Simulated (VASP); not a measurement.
# SiC (R3m) in VASP: a series of runs, part 2 of 2

VASP 6.6.1. Earlier steps stand in the parts before.

## Step 4: Single point, PBEsol

This run uses another cell than the first one, of 10.34 Å³/atom, 1.031 times its volume.

INCAR reads:

```
PREC = Accurate
ENCUT = 520
EDIFF = 1E-6
ISMEAR = 0
SIGMA = 0.05
LREAL = False
LASPH = True
NELM = 60
ALGO = Normal
ISIF = 2
LWAVE = False
LCHARG = False
GGA = PS
NBANDS = 11
```

KPOINTS reads:

```
Automatic mesh
0
Gamma
  12 12 12
```

POSCAR reads:

```
SiC
1.0
    0.0000000000      2.1494806652      2.1494806652
    2.1494806652      0.0000000000      2.1494806652
    2.2080898380      2.2080898380     -0.0586091728
Si C
1 1
Direct
    0.0000000000      0.0000000000      0.0000000000
    0.7500000000      0.7500000000      0.7500000000
```

Potentials or basis: VASP PAW PBE potentials, release 64 (Si, C).

Run with:

```sh
$ cat potpaw_PBE.64/Si/POTCAR potpaw_PBE.64/C/POTCAR > POTCAR
$ mpirun -np 1 vasp_std > vasp.out
```

OUTCAR:

```text
PREC = Accurate
   ENCUT = 520
   EDIFF = 1E-6
   ISMEAR = 0
   LREAL = False
   LASPH = True
   NELM = 60
   ISIF = 2
   GGA = PS

 ion  position               nearest neighbor table
   1  0.000  0.000  0.000-   2 1.87   2 1.87   2 1.87   2 1.94
   2  0.750  0.750  0.750-   1 1.87   1 1.87   1 1.87   1 1.94

  LATTYP: Found a trigonal (rhomboedric) cell.
 ALAT       =     3.1232605560
 COS(alpha) =     0.5263575129

  Lattice vectors:

 A1 = (   2.2080898380,   0.0586091728,  -2.2080898380)
 A2 = (   0.0586091728,   2.2080898380,  -2.2080898380)
 A3 = (   2.2080898380,   2.2080898380,  -0.0586091728)

Analysis of symmetry for initial positions (statically):
=====================================================================
 Subroutine PRICEL returns:
 Original cell was already a primitive cell.

 Routine SETGRP: Setting up the symmetry group for a
 trigonal (rhombohedral) supercell.

 Subroutine GETGRP returns: Found  6 space group operations
 (whereof  6 operations were pure point group operations)
 out of a pool of 12 trial point group operations.

The static configuration has the point symmetry C_3v.

Analysis of symmetry for dynamics (positions and initial velocities):
=====================================================================
 Subroutine PRICEL returns:
 Original cell was already a primitive cell.

 Routine SETGRP: Setting up the symmetry group for a
 trigonal (rhombohedral) supercell.

 Subroutine GETGRP returns: Found  6 space group operations
 (whereof  6 operations were pure point group operations)
 out of a pool of 12 trial point group operations.

The dynamic configuration has the point symmetry C_3v.

 Subroutine INISYM returns: Found  6 space group operations
 (whereof  6 operations are pure point group operations),
 and found     1 'primitive' translations

----------------------------------------------------------------------------------------

                                     Primitive cell

  volume of cell :      20.6747

  direct lattice vectors                    reciprocal lattice vectors
     0.000000000  2.149480665  2.149480665    -0.229567629  0.235661026  0.229567629
     2.149480665  0.000000000  2.149480665     0.235661026 -0.229567629  0.229567629
     2.208089838  2.208089838 -0.058609173     0.223474232  0.223474232 -0.223474232

  length of vectors
     3.039824709  3.039824709  3.123260556     0.401171674  0.401171674  0.387068723

  position of ions in fractional coordinates (direct lattice)
     0.000000000  0.000000000  0.000000000
     0.750000000  0.750000000  0.750000000

  ion indices of the primitive-cell ions
   primitive index   ion index
                 1           1
                 2           2

----------------------------------------------------------------------------------------

 KPOINTS: Automatic mesh

Automatic generation of k-mesh.
 Grid dimensions read from file:
 generate k-points for:   12   12   12

 Generating k-lattice:

  Cartesian coordinates                     Fractional coordinates (reciprocal lattice)
    -0.019130636  0.019638419  0.019130636     0.083333333  0.000000000 -0.000000000
     0.019638419 -0.019130636  0.019130636     0.000000000  0.083333333 -0.000000000
     0.018622853  0.018622853 -0.018622853     0.000000000  0.000000000  0.083333333

  Length of vectors
     0.033430973  0.033430973  0.032255727

  Shift w.r.t. Gamma in fractional coordinates (k-lattice)
     0.000000000  0.000000000  0.000000000

 Subroutine IBZKPT returns following result:
 ===========================================

 Found    189 irreducible k-points:

 Following reciprocal coordinates:
            Coordinates               Weight
  0.000000  0.000000  0.000000      1.000000
  0.083333  0.000000 -0.000000      6.000000
  0.166667  0.000000  0.000000      6.000000
  0.250000  0.000000  0.000000      6.000000
  0.333333  0.000000  0.000000      6.000000
  0.416667  0.000000 -0.000000      6.000000
[... 16 lines left out ...]
  0.500000  0.166667  0.000000     12.000000
 -0.416667  0.166667 -0.000000     12.000000
 [... further k-points ...]
   k-points           NKPTS =    189   k-points in BZ     NKDIM =    189   number of bands    NBANDS=     11
   number of dos      NEDOS =    301   number of ions     NIONS =      2
   total plane-waves  NPLWV =  13824
   dimension x,y,z NGX =    24 NGY =   24 NGZ =   24
   dimension x,y,z NGXF=    48 NGYF=   48 NGZF=   48
   ions per type =               1   1
   NGX,Y,Z   is equivalent  to a cutoff of  13.13, 13.13, 12.77 a.u.
   NGXF,Y,Z  is equivalent  to a cutoff of  26.25, 26.25, 25.55 a.u.
 SYSTEM =  unknown system
   PREC   = accura    normal or accurate (medium, high low for compatibility)
   ISTART =      0    job   : 0-new  1-cont  2-samecut
   ICHARG =      2    charge: 1-file 2-atom 10-const
   ISPIN  =      1    spin polarized calculation?
   LNONCOLLINEAR =      F non collinear calculations
   LSORBIT =      F    spin-orbit coupling
   LASPH  =      T    aspherical Exc in radial PAW
   ENCUT  =  520.0 eV  38.22 Ry    6.18 a.u.   5.65  5.65  5.81*2*pi/ulx,y,z
   NELM   =     60;   NELMIN=  2; NELMDL= -5     # of ELM steps
   EDIFF  = 0.1E-05   stopping-criterion for ELM
   LREAL  =      F    real-space projection
   EDIFFG = 0.1E-04   stopping-criterion for IOM
   NSW    =      0    number of steps for IOM
   IBRION =     -1    ionic relax: 0-MD 1-quasi-New 2-CG
   NFREE  =      0    steps in history (QN), initial steepest desc. (CG)
   ISIF   =      2    stress and relaxation
   ISYM   =      2    0-nonsym 1-usesym 2-fastsym
   POTIM  = 0.5000    time-step for ionic-motion
   TEBEG  =    0.0;   TEEND  =   0.0 temperature during run
   PSTRESS=    0.0 pullay stress
   NELECT =       8.0000    total number of electrons
   NUPDOWN=      -1.0000    fix difference up-down
   EMIN   =  10.00;   EMAX   =-10.00  energy-range for DOS
   EFERMI =   0.00;   METHOD = LEGACY
   ISMEAR =     0;   SIGMA  =   0.05  broadening in eV -4-tet -1-fermi 0-gaus
   EFERMI_NEDOS =   21; number of points for ismear=-14 and -15
   IALGO  =     38    algorithm
   IMIX   =      4    mixing-type and parameters
     AMIX     =   0.40;   BMIX     =  1.00
     AMIX_MAG =   1.60;   BMIX_MAG =  1.00
  volume/ion in A,a.u.               =      10.34        69.76
  Fermi-wavevector in a.u.,A,eV,Ry     =   1.192957  2.254363 19.363097  1.423147
  Thomas-Fermi vector in A             =   2.328983
   LORBIT       =      0    0 simple, 1 ext, 2 COOP (PROOUT), +10 PAW based schemes
   GGA     = PS    functional components
   LHFCALC =     F    Hartree Fock is set to
   AEXX    =    0.0000 exact exchange contribution
   IVDW    =     0    specifies the selected vdW correction
   LEPSILON=     F    determine dielectric tensor
   LRPA    =     F    only Hartree local field effects (RPA)
 non-spin polarized calculation
 Gauss-broadening in eV      SIGMA  =   0.05
  energy-cutoff  :      520.00
  volume of cell :       20.67
 maximum number of plane-waves:       580
   NGX = 11   NGY = 11   NGZ = 11

 number of electron       8.0000000 magnetization

 Free energy of the ion-electron system (eV)
  ---------------------------------------------------
  ext. energy  EPLUGINS =         0.00000000
  ---------------------------------------------------
  free energy    TOTEN  =       -15.87794426 eV

  energy without entropy =      -15.87794426  energy(sigma->0) =      -15.87794426

 E-fermi :   8.4278     XC(G=0): -11.5079

 val. band max:        8.1499004101   @ k =   0.0000   0.0000   0.0000
 cond. band min:       9.2723464521   @ k =   0.5000   0.5000   0.0000
 fundamental gap:      1.1224460420
 Fermi energy:         8.4278122680

 k-point     1 :       0.0000    0.0000    0.0000
  band No.  band energies     occupation
      1      -7.3697      2.00000
      2       7.8891      2.00000
      3       8.1499      2.00000
      4       8.1499      2.00000
      5      13.7151      0.00000
      6      15.2755      0.00000
      7      15.6303      0.00000
      8      15.6303      0.00000
      9      22.5435      0.00000
     10      22.5435      0.00000
     11      24.3181      0.00000
[... 309 lines left out ...]
 k-point    24 :      -0.4167    0.1667   -0.0000
  band No.  band energies     occupation
      1      -3.3248      2.00000
      2       0.0106      2.00000
      3       4.9305      2.00000
      4       6.4364      2.00000
      5      12.9273      0.00000
      6      15.4820      0.00000
      7      16.4223      0.00000
      8      19.2499      0.00000
      9      22.7344      0.00000
     10      23.3922      0.00000
     11      26.2320      0.00000

 [... further k-points ...]
[... 5 lines left out ...]
  --------------------------------------------------------------------------------------
  -------------------------------------------------------------------------------------
  Total        0.1084191      0.1084191      0.1084191     -0.9176518      0.9176518      0.9176518
  in kB        8.4018815      8.4018815      8.4018815    -71.1129796     71.1129796     71.1129796
  external PRESSURE =       8.4018815 kB  Pullay stress =       0.0000000 kB

 VOLUME and BASIS-vectors are now :
 -----------------------------------------------------------------------------
  energy-cutoff  :      520.00
  volume of cell :       20.67
      direct lattice vectors                 reciprocal lattice vectors
     0.000000000  2.149480665  2.149480665    -0.229567629  0.235661026  0.229567629
     2.149480665  0.000000000  2.149480665     0.235661026 -0.229567629  0.229567629
     2.208089838  2.208089838 -0.058609173     0.223474232  0.223474232 -0.223474232

 POSITION                                       TOTAL-FORCE (eV/Angst)
 -----------------------------------------------------------------------------------
      0.00000      0.00000      0.00000         0.185529      0.185529     -0.185529
      3.26818      3.26818      3.18026        -0.185529     -0.185529      0.185529
 -----------------------------------------------------------------------------------
    total drift:                               -0.000053     -0.000053      0.000053

  FREE ENERGIE OF THE ION-ELECTRON SYSTEM (eV)
  ---------------------------------------------------
  free  energy   TOTEN  =       -15.8779442604 eV

  energy  without entropy=      -15.8779442604  energy(sigma->0) =      -15.87794426
```

OSZICAR:

```text
N       E                     dE             d eps       ncg     rms          rms(c)
DAV:   1     0.260357452004E+01    0.26036E+01   -0.39915E+03  4313   0.616E+02
DAV:   2    -0.170854414622E+02   -0.19689E+02   -0.18827E+02  5227   0.109E+02
DAV:   3    -0.176888988429E+02   -0.60346E+00   -0.60216E+00  5135   0.158E+01
DAV:   4    -0.176911635306E+02   -0.22647E-02   -0.22646E-02  4782   0.124E+00
DAV:   5    -0.176911732198E+02   -0.96892E-05   -0.96892E-05  5067   0.749E-02    0.877E+00
DAV:   6    -0.159590642607E+02    0.17321E+01   -0.60827E+00  4698   0.109E+01    0.394E+00
DAV:   7    -0.158926944874E+02    0.66370E-01   -0.37568E-01  5034   0.346E+00    0.177E+00
DAV:   8    -0.158781245339E+02    0.14570E-01   -0.21652E-02  4797   0.936E-01    0.167E-01
DAV:   9    -0.158779021840E+02    0.22235E-03   -0.18104E-03  5078   0.231E-01    0.109E-01
DAV:  10    -0.158779430210E+02   -0.40837E-04   -0.13284E-04  4668   0.738E-02    0.274E-02
DAV:  11    -0.158779442172E+02   -0.11961E-05   -0.10699E-05  5030   0.197E-02    0.740E-03
DAV:  12    -0.158779442604E+02   -0.43249E-07   -0.82244E-07  2733   0.570E-03
   1 F= -.15877944E+02 E0= -.15877944E+02  d E =-.124958E-17
```

stdout:

```text
POSCAR found type information on POSCAR SiC
 POSCAR found :  2 types and       2 ions
 scaLAPACK will be used
 -----------------------------------------------------------------------------
|                                                                             |
|                                                                             |
|     You enforced a specific xc type in the INCAR file but a different       |
|     I HOPE YOU KNOW WHAT YOU ARE DOING!                                     |
|                                                                             |
 -----------------------------------------------------------------------------

 LDA part: xc-table for (Slater+PW92), standard interpolation
 POSCAR, INCAR and KPOINTS ok, starting setup
 FFT: planning ... GRIDC
 FFT: planning ... GRID_SOFT
 FFT: planning ... GRID
 WAVECAR not read
 entering main loop
```

It took 18 s on 1 thread of Intel Xeon 6975P-C, shared host; peak memory 0.16 GiB.

What came out:

```
Free energy            : -15.8779 eV
Pressure               : 0.8 GPa
Largest force          : 0.321 eV/Å
Band gap on the k mesh : 1.12 eV, indirect (least direct gap 4.21 eV)
```

Forces on the atoms (eV/Å):
```
Si   0.186  0.186 -0.186
C   -0.186 -0.186  0.186
```

Levels at points of the mesh, in eV from the valence-band top:
```csv
k point,band 2,band 3,band 4,band 5,band 6,band 7
"(0.00, 0.00, 0.00)",-0.26,0.00,0.00,5.57,7.13,7.48
"(0.50, 0.00, 0.00)",-8.67,-1.24,-1.19,5.06,6.70,7.25
"(0.50, 0.50, 0.00)",-7.92,-3.49,-3.09,1.12,4.16,13.68
"(0.00, 0.00, 0.50)",-8.75,-0.91,-0.91,5.88,7.40,7.40
```

Caveat: the PAW data sets were made with another functional, which shifts forces and pressure a little. A k mesh can miss the band edges.

## Step 5: Summary

| cell | gap on the mesh (eV) | pressure (GPa) | largest force (eV/Å) |
| --- | --- | --- | --- |
| a = 2.989, b = 2.989, c = 3.114 Å, angles 61.3, 61.3, 60.0°, 2 atoms | 1.01 | 8.7 | 0.54 |
| a = 3.122, b = 3.122, c = 3.041 Å, angles 59.1, 59.1, 60.0°, 2 atoms | 1.07 | 0.9 | 0.48 |
| a = 3.040, b = 3.040, c = 3.123 Å, angles 60.9, 60.9, 60.0°, 2 atoms | 1.12 | 0.8 | 0.32 |

Alike in all rows: task single point; level PBEsol; potentials or basis VASP PAW PBE potentials, release 64 (Si, C); no spin polarisation; k mesh 12 × 12 × 12; cutoff (eV) 520; smearing gaussian 0.05 eV.

Caveats: the PAW data sets were made with another functional, which shifts forces and pressure a little.

Absolute energies hang on the potentials; compare differences alone.
